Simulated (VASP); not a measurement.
# Ru (Pm-3n) in VASP: relaxation of cell and atoms with PBE

Aim: the relaxation of cell and atoms of Ru with PBE.

Program: VASP 6.6.1. These are calculated values, not measurements. Logs are shortened: lines on timing, memory, paths and dates and some standing lists are left out, and cuts for length are marked.

## 1. The cell of the first run

The structure is cubic, space group Pm-3n (No. 223). Conventional cell: a = 4.769 Å, b = 4.769 Å, c = 4.769 Å, α = 90.00°, β = 90.00°, γ = 90.00°. Within 3.5 Å of Ru (site symmetry m-3) lie 12 Ru at 2.67 Å. Ru (site symmetry -4m2) has 14 Ru at 2.38 to 2.92 Å within 3.1 Å.

## 2. Relaxation of cell and atoms, PBE

INCAR

```
ALGO     = Normal         # electronic algorithm
EDIFF    = 1E-7           # SCF threshold, eV
EDIFFG   = -0.01          # ionic threshold
ENCUT    = 500            # plane-wave cutoff, eV
GGA      = PE             # functional
GGA_COMPAT= False        
IBRION   = 2              # ionic algorithm
ISIF     = 3              # what is computed and relaxed
ISMEAR   = -1             # smearing method
LASPH    = True           # aspherical terms in the spheres
LCHARG   = False          # write CHGCAR
LREAL    = False          # projectors in reciprocal space
LWAVE    = False          # write WAVECAR
NELM     = 120            # most SCF steps
NELMIN   = 4            
NSW      = 80             # ionic steps
PREC     = Accurate       # precision mode
SIGMA    = 0.1            # smearing width, eV
```

KPOINTS

```
k-points
0
Gamma
  6 6 6
```

POSCAR

```
Ru
1.0
    4.7686371176      0.0000000000      0.0000000000
    0.0000000000      4.7686371176      0.0000000000
    0.0000000000      0.0000000000      4.7686371176
Ru
8
Direct
    0.0000000000      0.0000000000      0.0000000000
    0.5000000000      0.5000000000      0.5000000000
    0.2500000000      0.0000000000      0.5000000000
    0.7500000000      0.0000000000      0.5000000000
    0.5000000000      0.2500000000      0.0000000000
    0.5000000000      0.7500000000      0.0000000000
    0.0000000000      0.5000000000      0.2500000000
    0.0000000000      0.5000000000      0.7500000000
```

Potentials or basis: VASP PAW PBE potentials, release 64 (Ru_pv).

On the command line:

```
$ cat potpaw_PBE.64/Ru_pv/POTCAR > POTCAR
$ mpirun -np 1 vasp_std > vasp.out
```

OUTCAR:

```text
EDIFF = 1E-7
   EDIFFG = -0.01
   ENCUT = 500
   GGA = PE
   IBRION = 2
   ISIF = 3
   ISMEAR = -1
   LASPH = True
   LREAL = False
   NELM = 120
   NELMIN = 4
   NSW = 80
   PREC = Accurate

 ion  position               nearest neighbor table
   1  0.000  0.000  0.000-   3 2.67   4 2.67   5 2.67   6 2.67   7 2.67   8 2.67   3 2.67   4 2.67
                             7 2.67   8 2.67   5 2.67   6 2.67
   2  0.500  0.500  0.500-   3 2.67   4 2.67   5 2.67   6 2.67   7 2.67   8 2.67   5 2.67   6 2.67
                             3 2.67   4 2.67   7 2.67   8 2.67
   3  0.250  0.000  0.500-   4 2.38   4 2.38   1 2.67   1 2.67   2 2.67   2 2.67   8 2.92   5 2.92
                             5 2.92   6 2.92   6 2.92   7 2.92   8 2.92   7 2.92
   4  0.750  0.000  0.500-   3 2.38   3 2.38   1 2.67   1 2.67   2 2.67   2 2.67   8 2.92   5 2.92
                             5 2.92   6 2.92   6 2.92   7 2.92   8 2.92   7 2.92
   5  0.500  0.250  0.000-   6 2.38   6 2.38   1 2.67   2 2.67   2 2.67   1 2.67   8 2.92   4 2.92
                             3 2.92   4 2.92   3 2.92   7 2.92   7 2.92   8 2.92
   6  0.500  0.750  0.000-   5 2.38   5 2.38   1 2.67   2 2.67   2 2.67   1 2.67   8 2.92   4 2.92
                             3 2.92   4 2.92   3 2.92   7 2.92   7 2.92   8 2.92
   7  0.000  0.500  0.250-   8 2.38   8 2.38   1 2.67   2 2.67   1 2.67   2 2.67   3 2.92   4 2.92
                             5 2.92   3 2.92   4 2.92   6 2.92   5 2.92   6 2.92
   8  0.000  0.500  0.750-   7 2.38   7 2.38   1 2.67   2 2.67   1 2.67   2 2.67   3 2.92   4 2.92
                             5 2.92   3 2.92   4 2.92   6 2.92   5 2.92   6 2.92

  LATTYP: Found a simple cubic cell.
 ALAT       =     4.7686371176

  Lattice vectors:

 A1 = (   4.7686371176,   0.0000000000,   0.0000000000)
 A2 = (   0.0000000000,   4.7686371176,   0.0000000000)
 A3 = (   0.0000000000,   0.0000000000,   4.7686371176)

Analysis of symmetry for initial positions (statically):
=====================================================================
 Subroutine PRICEL returns:
 Original cell was already a primitive cell.

 Routine SETGRP: Setting up the symmetry group for a
 simple cubic supercell.

 Subroutine GETGRP returns: Found 48 space group operations
 (whereof 24 operations were pure point group operations)
 out of a pool of 48 trial point group operations.

The static configuration has the point symmetry T_h .
 The point group associated with its full space group is O_h .

Analysis of symmetry for dynamics (positions and initial velocities):
=====================================================================
 Subroutine PRICEL returns:
 Original cell was already a primitive cell.

 Routine SETGRP: Setting up the symmetry group for a
 simple cubic supercell.

 Subroutine GETGRP returns: Found 48 space group operations
 (whereof 24 operations were pure point group operations)
 out of a pool of 48 trial point group operations.

The dynamic configuration has the point symmetry T_h .
 The point group associated with its full space group is O_h .

 Subroutine INISYM returns: Found 48 space group operations
 (whereof 24 operations are pure point group operations),
 and found     1 'primitive' translations

----------------------------------------------------------------------------------------

                                     Primitive cell

  volume of cell :     108.4383

  direct lattice vectors                    reciprocal lattice vectors
     4.768637118  0.000000000  0.000000000     0.209703522  0.000000000  0.000000000
     0.000000000  4.768637118  0.000000000     0.000000000  0.209703522  0.000000000
     0.000000000  0.000000000  4.768637118     0.000000000  0.000000000  0.209703522

  length of vectors
     4.768637118  4.768637118  4.768637118     0.209703522  0.209703522  0.209703522

  position of ions in fractional coordinates (direct lattice)
     0.000000000  0.000000000  0.000000000
     0.500000000  0.500000000  0.500000000
     0.250000000  0.000000000  0.500000000
     0.750000000  0.000000000  0.500000000
     0.500000000  0.250000000  0.000000000
     0.500000000  0.750000000  0.000000000
     0.000000000  0.500000000  0.250000000
     0.000000000  0.500000000  0.750000000

  ion indices of the primitive-cell ions
   primitive index   ion index
                 1           1
                 2           2
                 3           3
                 4           4
                 5           5
                 6           6
                 7           7
                 8           8

----------------------------------------------------------------------------------------

 KPOINTS: k-points

Automatic generation of k-mesh.
 Grid dimensions read from file:
 generate k-points for:    6    6    6

 Generating k-lattice:

  Cartesian coordinates                     Fractional coordinates (reciprocal lattice)
     0.034950587  0.000000000  0.000000000     0.166666667  0.000000000  0.000000000
     0.000000000  0.034950587  0.000000000     0.000000000  0.166666667  0.000000000
     0.000000000  0.000000000  0.034950587     0.000000000  0.000000000  0.166666667

  Length of vectors
     0.034950587  0.034950587  0.034950587

  Shift w.r.t. Gamma in fractional coordinates (k-lattice)
     0.000000000  0.000000000  0.000000000

 Subroutine IBZKPT returns following result:
 ===========================================

 Found     20 irreducible k-points:

 Following reciprocal coordinates:
            Coordinates               Weight
  0.000000  0.000000  0.000000      1.000000
  0.166667  0.000000  0.000000      6.000000
  0.333333  0.000000  0.000000      6.000000
  0.500000  0.000000  0.000000      3.000000
  0.166667  0.166667  0.000000     12.000000
  0.333333  0.166667  0.000000     24.000000
[... 12 lines left out ...]
  0.500000  0.500000  0.333333      6.000000
  0.500000  0.500000  0.500000      1.000000
   k-points           NKPTS =     20   k-points in BZ     NKDIM =     20   number of bands    NBANDS=     67
   number of dos      NEDOS =    301   number of ions     NIONS =      8
   total plane-waves  NPLWV =  46656
   dimension x,y,z NGX =    36 NGY =   36 NGZ =   36
   dimension x,y,z NGXF=    72 NGYF=   72 NGZF=   72
   ions per type =               8
   NGX,Y,Z   is equivalent  to a cutoff of  12.55, 12.55, 12.55 a.u.
   NGXF,Y,Z  is equivalent  to a cutoff of  25.10, 25.10, 25.10 a.u.
 SYSTEM =  unknown system
   PREC   = accura    normal or accurate (medium, high low for compatibility)
   ISTART =      0    job   : 0-new  1-cont  2-samecut
   ICHARG =      2    charge: 1-file 2-atom 10-const
   ISPIN  =      1    spin polarized calculation?
   LNONCOLLINEAR =      F non collinear calculations
   LSORBIT =      F    spin-orbit coupling
   LASPH  =      T    aspherical Exc in radial PAW
   ENCUT  =  500.0 eV  36.75 Ry    6.06 a.u.   8.69  8.69  8.69*2*pi/ulx,y,z
   NELM   =    120;   NELMIN=  4; NELMDL= -5     # of ELM steps
   EDIFF  = 0.1E-06   stopping-criterion for ELM
   LREAL  =      F    real-space projection
   EDIFFG = -.1E-01   stopping-criterion for IOM
   NSW    =     80    number of steps for IOM
   IBRION =      2    ionic relax: 0-MD 1-quasi-New 2-CG
   NFREE  =      1    steps in history (QN), initial steepest desc. (CG)
   ISIF   =      3    stress and relaxation
   ISYM   =      2    0-nonsym 1-usesym 2-fastsym
   POTIM  = 0.5000    time-step for ionic-motion
   TEBEG  =    0.0;   TEEND  =   0.0 temperature during run
   PSTRESS=    0.0 pullay stress
   NELECT =     112.0000    total number of electrons
   NUPDOWN=      -1.0000    fix difference up-down
   EMIN   =  10.00;   EMAX   =-10.00  energy-range for DOS
   EFERMI =   0.00;   METHOD = LEGACY
   ISMEAR =    -1;   SIGMA  =   0.10  broadening in eV -4-tet -1-fermi 0-gaus
   EFERMI_NEDOS =   21; number of points for ismear=-14 and -15
   IALGO  =     38    algorithm
   IMIX   =      4    mixing-type and parameters
     AMIX     =   0.40;   BMIX     =  1.00
     AMIX_MAG =   1.60;   BMIX_MAG =  1.00
  volume/ion in A,a.u.               =      13.55        91.47
  Fermi-wavevector in a.u.,A,eV,Ry     =   1.654829  3.127174 37.259015  2.738460
  Thomas-Fermi vector in A             =   2.743030
   LORBIT       =      0    0 simple, 1 ext, 2 COOP (PROOUT), +10 PAW based schemes
   GGA     = PE    functional components
   LHFCALC =     F    Hartree Fock is set to
   AEXX    =    0.0000 exact exchange contribution
   IVDW    =     0    specifies the selected vdW correction
   LEPSILON=     F    determine dielectric tensor
   LRPA    =     F    only Hartree local field effects (RPA)
 conjugate gradient relaxation of ions
 non-spin polarized calculation
  energy-cutoff  :      500.00
  volume of cell :      108.44
 maximum number of plane-waves:      2800
 NGX is ok and might be reduce to    36
   NGX = 17   NGY = 17   NGZ = 17

--------------------------------------- Ionic step        1  -------------------------------------------

 number of electron     111.9999946 magnetization

 Free energy of the ion-electron system (eV)
  ---------------------------------------------------
  ext. energy  EPLUGINS =         0.00000000
  ---------------------------------------------------
  free energy    TOTEN  =       -70.61300066 eV

  energy without entropy =      -70.27271903  energy(sigma->0) =      -70.44285984

------------------------ aborting loop because EDIFF is reached ----------------------------------------

  FORCE on cell =-STRESS in cart. coord.  units (eV):
  Direction    XX          YY          ZZ          XY          YZ          ZX
  --------------------------------------------------------------------------------------
  -------------------------------------------------------------------------------------
  Total       10.4945345     10.4945345     10.4945345      0.0000000      0.0000000     -0.0000000
  in kB      155.0568425    155.0568425    155.0568425      0.0000000      0.0000000     -0.0000000
  external PRESSURE =     155.0568425 kB  Pullay stress =       0.0000000 kB
[... 27 lines left out ...]
  energy  without entropy=      -70.2727190271  energy(sigma->0) =      -70.44285984

--------------------------------------- Ionic step        2  -------------------------------------------

 number of electron     111.9999959 magnetization

 E-fermi :   9.9100     XC(G=0): -12.9947

 val. band max:        9.8905776472   @ k =   0.3333   0.3333   0.0000
 cond. band min:       9.9122876854   @ k =   0.5000   0.5000   0.0000
 fundamental gap:      0.0217100382
 Fermi energy:         9.9099938580

 k-point     1 :       0.0000    0.0000    0.0000
  band No.  band energies     occupation
      1     -33.5336      2.00000
      2     -33.5336      2.00000
      3     -33.4701      2.00000
      4     -33.0733      2.00000
      5     -33.0733      2.00000
      6     -33.0733      2.00000
[... 1470 lines left out ...]
  energy  without entropy=      -70.4860946141  energy(sigma->0) =      -70.67322258

--------------------------------------- Ionic step        4  -------------------------------------------

 number of electron     112.0000095 magnetization

 Free energy of the ion-electron system (eV)
  ---------------------------------------------------
  ext. energy  EPLUGINS =         0.00000000
  ---------------------------------------------------
  free energy    TOTEN  =       -70.86108810 eV

  energy without entropy =      -70.48854284  energy(sigma->0) =      -70.67481547

 E-fermi :  12.1595     XC(G=0): -13.8080

 val. band max:       12.1538214764   @ k =   0.5000   0.5000   0.0000
 cond. band min:      12.1605135979   @ k =   0.3333   0.3333   0.0000
 fundamental gap:      0.0066921215
 Fermi energy:        12.1594680437

 k-point     1 :       0.0000    0.0000    0.0000
  band No.  band energies     occupation
      1     -31.8076      2.00000
      2     -31.8076      2.00000
      3     -31.7020      2.00000
      4     -31.1944      2.00000
      5     -31.1944      2.00000
      6     -31.1944      2.00000
[... 1424 lines left out ...]
  FREE ENERGIE OF THE ION-ELECTRON SYSTEM (eV)
  ---------------------------------------------------
  free  energy   TOTEN  =       -70.8610881019 eV

  energy  without entropy=      -70.4885428442  energy(sigma->0) =      -70.67481547

 reached required accuracy - stopping structural energy minimisation
```

Wall time 7.9 min (1 thread of Intel Xeon Platinum 8259CL at 2.50GHz (Skylake/Cascade Lake), shared host); peak memory 0.26 GiB.

What came out:

* Free energy: -70.8611 eV
* Relaxed volume: 14.23 Å³/atom
* Relaxed cell: a = 4.846 Å, b = 4.846 Å, c = 4.846 Å, α = 90.00°, β = 90.00°, γ = 90.00°
* Space group after relaxing (to 0.1 Å): Pm-3n (No. 223)
* Energy gained by relaxing: 31.0 meV/atom
* Ionic steps: 4
* Pressure after relaxing: -0.1 GPa
* Band gap on the k mesh: zero (bands 56 and 57 overlap by 0.86 eV)

Step by step:
| step | energy change (eV) | largest force (eV/Å) | pressure (GPa) | volume (Å³) |
| --- | --- | --- | --- | --- |
| 1 | 0.0000 | 0.0000 | 15.51 | 108.44 |
| 2 | 1.3951 | 0.0000 | -27.85 | 130.36 |
| 3 | -0.2473 | 0.0000 | -0.77 | 114.12 |
| 4 | -0.2481 | 0.0000 | -0.05 | 113.83 |

Final structure:
```xyz
8
Lattice="4.8465 0.0000 0.0000 0.0000 4.8465 0.0000 0.0000 0.0000 4.8465" Properties=species:S:1:pos:R:3 pbc="T T T"
Ru    0.0000    0.0000    0.0000
Ru    2.4232    2.4232    2.4232
Ru    1.2116    0.0000    2.4232
Ru    3.6348    0.0000    2.4232
Ru    2.4232    1.2116    0.0000
Ru    2.4232    3.6348    0.0000
Ru    0.0000    2.4232    1.2116
Ru    0.0000    2.4232    3.6348
```

Levels at points of the mesh, in eV from the Fermi level:
| k point | band 54 | band 55 | band 56 | band 57 | band 58 | band 59 |
| --- | --- | --- | --- | --- | --- | --- |
| (0.00, 0.00, 0.00) | -0.63 | -0.63 | -0.27 | -0.27 | 0.29 | 0.29 |
| (0.50, 0.00, 0.00) | -1.01 | -0.27 | -0.27 | 0.37 | 0.37 | 0.50 |
| (0.50, 0.50, 0.00) | -0.21 | -0.21 | -0.01 | -0.01 | 0.03 | 0.55 |
| (0.50, 0.50, 0.50) | -0.96 | 0.59 | 0.59 | 0.59 | 0.59 | 0.59 |
